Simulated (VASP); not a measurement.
The system is Ca.

```xyz
1
Lattice="-2.2400 2.2400 2.2400 2.2400 -2.2400 2.2400 2.2400 2.2400 -2.2400" Properties=species:S:1:pos:R:3 pbc="T T T"
Ca    0.0000    0.0000    0.0000
```

This isn't the form of Ca at room conditions, which is fcc.

Base run:

* Program: VASP 6.6.1
* Functional: PBE
* Potentials or basis: VASP PAW PBE potentials, release 64 (Ca_sv)
* Cutoff: 520 eV
* k mesh: 10 × 10 × 10
* Occupations: methfessel-paxton, width 0.2 eV
* Spin: no spin polarisation

Its results: band gap on the k mesh zero (bands 5 and 6 overlap by 0.28 eV); pressure -1.0 GPa.

Question: The run is repeated on the same cell with these changes: occupations from methfessel-paxton, width 0.2 eV to fermi-dirac, width 0.28 eV; dispersion from none to D4. What comes out?

Answer: Band gap on the k mesh zero (bands 5 and 6 overlap by 0.28 eV); pressure -1.5 GPa.
